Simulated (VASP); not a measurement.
Write the native input for VASP 6.6.1 that does the following.

```yaml
Task: single point
Functional: PBE
Dispersion: D3(BJ)
Potentials_or_basis: VASP PAW PBE potentials, release 64 (Sr_sv, Cl)
Cutoff: 500 eV
k_mesh: 6 × 6 × 6
Occupations: gaussian, width 0.02 eV
Spin: no spin polarisation
Dipole_correction: no
Further_INCAR_settings: ALGO = Normal; EDIFF = 1e-06; NBANDS = 19
```

The structure of SrCl2 lies in POSCAR:

```
SrCl2
1.0
    0.0000000000      3.4786162710      3.4786162710
    3.4786162710      0.0000000000      3.4786162710
    3.4786162710      3.4786162710      0.0000000000
Sr Cl
1 2
Direct
    0.0000000000      0.0000000000      0.0000000000
    0.2500000000      0.2500000000      0.2500000000
    0.7500000000      0.7500000000      0.7500000000
```

These files were run (other wordings do the same):

INCAR

```
SYSTEM = SrCl2
ALGO = Normal
EDIFF = 1E-6
ENCUT = 500
GGA = PE
GGA_COMPAT = .FALSE.
ISIF = 2
ISMEAR = 0
IVDW = 12
LASPH = .TRUE.
LCHARG = .FALSE.
LREAL = .FALSE.
LWAVE = .FALSE.
NBANDS = 19
NELM = 120
PREC = Accurate
SIGMA = 0.02
```

KPOINTS

```
k-points
0
G
  6 6 6
  0 0 0
```

Potentials or basis: VASP PAW PBE potentials, release 64 (Sr_sv, Cl).

Command:

```sh
$ cat potpaw_PBE.64/Sr_sv/POTCAR potpaw_PBE.64/Cl/POTCAR > POTCAR
$ mpirun -np 1 vasp_std > vasp.out
```

It gave:

The pressure is 0.1 GPa, the band gap on the k mesh is 5.37 eV, indirect (least direct gap 5.50 eV) and the dispersion energy per atom is -0.223 eV.

Wall time 9.3 s on 1 thread of Intel(R) Xeon(R) 6975P-C (Granite Rapids) (shared host), peak memory 0.21 GiB.
